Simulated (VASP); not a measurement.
# CuSb in VASP: further runs, part 2 of 2

VASP 6.6.1. The steps go on from the part before.

### 6 Single point, r2SCAN

This run uses another cell than the first one, of 19.49 Å³/atom.

File POSCAR:

```
CuSb
1.0
   -0.0269127153      2.6912715293      2.6912715293
    2.6643588140      0.0000000000      2.6643588140
    2.6912715293      2.6912715293     -0.0269127153
Cu Sb
1 1
Direct
    0.5000000000      0.5000000000      0.5000000000
    0.0000000000      0.0000000000      0.0000000000
```

File INCAR.step1:

```
ALGO = Normal
EDIFF = 1E-4
ENCUT = 520
GGA = PE
ISMEAR = 0
LASPH = True
LCHARG = False
LREAL = False
LWAVE = True
NBANDS = 15
NELM = 100
PREC = Accurate
SIGMA = 0.05
```

File INCAR.step2:

```
ALGO = Normal
EDIFF = 1E-7
ENCUT = 520
ISIF = 2
ISMEAR = 0
ISTART = 1
LASPH = True
LCHARG = True
LELF = True
LMIXTAU = True
LREAL = False
LVHAR = True
LWAVE = False
METAGGA = R2SCAN
NBANDS = 15
NELM = 100
PREC = Accurate
SIGMA = 0.05
```

File KPOINTS:

```
k-points
0
Gamma
  12 12 12
```

Potentials or basis: VASP PAW PBE potentials, release 64 (Cu, Sb).

Launch:

```console
$ cat potpaw_PBE.64/Cu/POTCAR potpaw_PBE.64/Sb/POTCAR > POTCAR
$ cp INCAR.step1 INCAR
$ mpirun -np 1 vasp_std > vasp.out
$ cp INCAR.step2 INCAR
$ mpirun -np 1 vasp_std > vasp.out
```

OUTCAR:

```text
EDIFF = 1E-7
   ENCUT = 520
   ISIF = 2
   ISMEAR = 0
   ISTART = 1
   LASPH = True
   LREAL = False
   METAGGA = R2SCAN
   NELM = 100
   PREC = Accurate

 ion  position               nearest neighbor table
   1  0.500  0.500  0.500-   2 2.69   2 2.69   2 2.69   2 2.69   2 2.69   2 2.69
   2  0.000  0.000  0.000-   1 2.69   1 2.69   1 2.69   1 2.69   1 2.69   1 2.69

  LATTYP: Found a body centered orthorhombic cell.
 ALAT       =     3.7679723698
 B/A-ratio  =     1.0202020202
 C/A-ratio  =     1.4284985479

  Lattice vectors:

 A1 = (   2.6912715293,  -2.6912715293,  -0.0269127153)
 A2 = (  -2.6912715293,  -2.6912715293,   0.0269127153)
 A3 = (   0.0269127153,   2.6912715293,  -2.6912715293)

Analysis of symmetry for initial positions (statically):
=====================================================================
 Subroutine PRICEL returns:
 Original cell was already a primitive cell.

 Routine SETGRP: Setting up the symmetry group for a
 body centered orthorhombic supercell.

 Subroutine GETGRP returns: Found  8 space group operations
 (whereof  8 operations were pure point group operations)
 out of a pool of  8 trial point group operations.

The static configuration has the point symmetry D_2h.

Analysis of symmetry for dynamics (positions and initial velocities):
=====================================================================
 Subroutine PRICEL returns:
 Original cell was already a primitive cell.

 Routine SETGRP: Setting up the symmetry group for a
 body centered orthorhombic supercell.

 Subroutine GETGRP returns: Found  8 space group operations
 (whereof  8 operations were pure point group operations)
 out of a pool of  8 trial point group operations.

The dynamic configuration has the point symmetry D_2h.

 Subroutine INISYM returns: Found  8 space group operations
 (whereof  8 operations are pure point group operations),
 and found     1 'primitive' translations

[... 124 lines left out ...]
   LRPA    =     F    only Hartree local field effects (RPA)
 non-spin polarized calculation
 Gauss-broadening in eV      SIGMA  =   0.05
  energy-cutoff  :      520.00
  volume of cell :       38.98
 maximum number of plane-waves:      1061
   NGX = 15   NGY = 13   NGZ = 15

 number of electron      15.9999994 magnetization

 Free energy of the ion-electron system (eV)
  ---------------------------------------------------
  ext. energy  EPLUGINS =         0.00000000
  ---------------------------------------------------
  free energy    TOTEN  =       -36.17364954 eV

  energy without entropy =      -36.17325891  energy(sigma->0) =      -36.17345422

 E-fermi :   7.8966     XC(G=0): -11.5613

 val. band max:        7.8600612347   @ k =  -0.4167   0.1667  -0.0000
 cond. band min:       7.9296838096   @ k =   0.1667  -0.1667   0.0833
 fundamental gap:      0.0696225749
 Fermi energy:         7.8966218092

 k-point     1 :       0.0000    0.0000    0.0000
  band No.  band energies     occupation
      1      -4.6831      2.00000
      2       4.4563      2.00000
      3       4.4732      2.00000
      4       4.4894      2.00000
      5       4.5075      2.00000
      6       4.5087      2.00000
      7       9.4883      0.00000
      8       9.6453      0.00000
      9       9.8162      0.00000
     10      14.1891      0.00000
     11      16.4838      0.00000
     12      16.6687      0.00000
     13      16.8200      0.00000
     14      17.6017      0.00000
[... 401 lines left out ...]
      2       3.4215      2.00000
      3       4.1137      2.00000
      4       4.2596      2.00000
      5       4.5769      2.00000
      6       4.6605      2.00000
      7       5.7923      2.00000
      8       8.3594      0.00000
      9       9.1516      0.00000
     10      11.8886      0.00000
     11      15.0141      0.00000
     12      17.0280      0.00000
     13      17.1986      0.00000
     14      19.1102      0.00000
     15      20.8412      0.00000

 [... further k-points ...]

------------------------ aborting loop because EDIFF is reached ----------------------------------------

  FORCE on cell =-STRESS in cart. coord.  units (eV):
  Direction    XX          YY          ZZ          XY          YZ          ZX
  --------------------------------------------------------------------------------------
  -------------------------------------------------------------------------------------
  Total        0.0163442     -0.0014268      0.0163442      0.0000000      0.0000000      0.0808928
  in kB        0.6717631     -0.0586428      0.6717631      0.0000000      0.0000000      3.3247681
  external PRESSURE =       0.4282945 kB  Pullay stress =       0.0000000 kB

 VOLUME and BASIS-vectors are now :
 -----------------------------------------------------------------------------
  energy-cutoff  :      520.00
  volume of cell :       38.98
      direct lattice vectors                 reciprocal lattice vectors
    -0.026912715  2.691271529  2.691271529    -0.183946324  0.185785787  0.183946324
     2.664358814  0.000000000  2.664358814     0.187662411 -0.185785787  0.187662411
     2.691271529  2.691271529 -0.026912715     0.183946324  0.185785787 -0.183946324

 POSITION                                       TOTAL-FORCE (eV/Angst)
 -----------------------------------------------------------------------------------
      2.66436      2.69127      2.66436         0.000000      0.000000     -0.000000
      0.00000      0.00000      0.00000         0.000000     -0.000000      0.000000
 -----------------------------------------------------------------------------------
    total drift:                                0.000000      0.000000      0.000000

  FREE ENERGIE OF THE ION-ELECTRON SYSTEM (eV)
  ---------------------------------------------------
  free  energy   TOTEN  =       -36.1736495408 eV

  energy  without entropy=      -36.1732589090  energy(sigma->0) =      -36.17345422
```

OUTCAR.step1:

```text
EDIFF = 1E-4
   ENCUT = 520
   GGA = PE
   ISMEAR = 0
   LASPH = True
[... 654 lines left out ...]
 -----------------------------------------------------------------------------------
      2.66436      2.69127      2.66436         0.000000      0.000000     -0.000000
      0.00000      0.00000      0.00000        -0.000000     -0.000000      0.000000
 -----------------------------------------------------------------------------------
    total drift:                                0.000000      0.000000      0.000000

  FREE ENERGIE OF THE ION-ELECTRON SYSTEM (eV)
  ---------------------------------------------------
  free  energy   TOTEN  =        -7.5649370526 eV

  energy  without entropy=       -7.5643658059  energy(sigma->0) =       -7.56465143
```

Run time: 15 min. Hardware: 1 thread of Intel Xeon 8259CL, shared host; peak memory 0.31 GiB.

What came out:

- Free energy: -36.1736 eV
- Pressure: 0.0 GPa
- Band gap on the k mesh: zero (bands 8 and 9 overlap by 5.20 eV)

Stress tensor (GPa, compression positive):
```
 0.07  0.00  0.33
 0.00 -0.01  0.00
 0.33  0.00  0.07
```

Levels at points of the mesh, in eV from the Fermi level:
| k point | band 4 | band 5 | band 6 | band 7 | band 8 | band 9 | band 10 | band 11 | band 12 | band 13 |
| --- | --- | --- | --- | --- | --- | --- | --- | --- | --- | --- |
| (0.00, 0.00, 0.00) | -3.41 | -3.39 | -3.39 | 1.59 | 1.75 | 1.92 | 6.29 | 8.59 | 8.77 | 8.92 |
| (0.50, 0.00, 0.00) | -4.02 | -3.20 | -3.18 | -2.95 | 2.69 | 2.73 | 5.23 | 5.43 | 5.44 | 8.11 |
| (0.00, 0.50, 0.00) | -4.06 | -3.19 | -3.17 | -2.91 | 2.58 | 2.62 | 5.13 | 5.13 | 5.33 | 7.93 |
| (0.50, 0.50, 0.00) | -3.26 | -3.09 | -3.09 | -2.53 | -1.59 | -1.59 | 0.68 | 5.04 | 14.16 | 14.22 |
| (0.50, 0.00, 0.50) | -3.26 | -3.10 | -3.09 | -2.54 | -1.77 | -1.41 | 0.67 | 5.05 | 14.22 | 14.23 |

Caveat: the PAW data sets were made with another functional, which shifts forces and pressure a little; spin-orbit coupling is left out, which moves the levels of the heavy elements.

### 7 Overview

| cell | gap on the mesh (eV) | pressure (GPa) |
| --- | --- | --- |
| a = 3.831 Å, angles 60.0°, 2 atoms, atomic positions A | none | -1.6 |
| a = 3.856 Å, angles 60.0°, 2 atoms, atomic positions A | none | -3.0 |
| a = 3.893 Å, angles 60.0°, 2 atoms, atomic positions A | none | -4.9 |
| a = 3.806 Å, angles 60.0°, 2 atoms, atomic positions B | none | 0.1 |
| a = 3.806, b = 3.768 Å, angles 60.3, 60.7, 60.3°, 2 atoms, atomic positions A | none | 0.0 |

Alike in all rows: task single point; level r2SCAN; potentials or basis VASP PAW PBE potentials, release 64 (Cu, Sb); no spin polarisation; k mesh 12 × 12 × 12; cutoff (eV) 520; smearing gaussian 0.05 eV.

Caveats: the PAW data sets were made with another functional, which shifts forces and pressure a little; spin-orbit coupling is left out, which moves the levels of the heavy elements; the cell stands under tension (at least some runs).

Total energies depend on the potentials used, so only differences within one code and one set of settings carry meaning.

The gap in the log of VASP goes by the Fermi energy; the results here count the filled bands.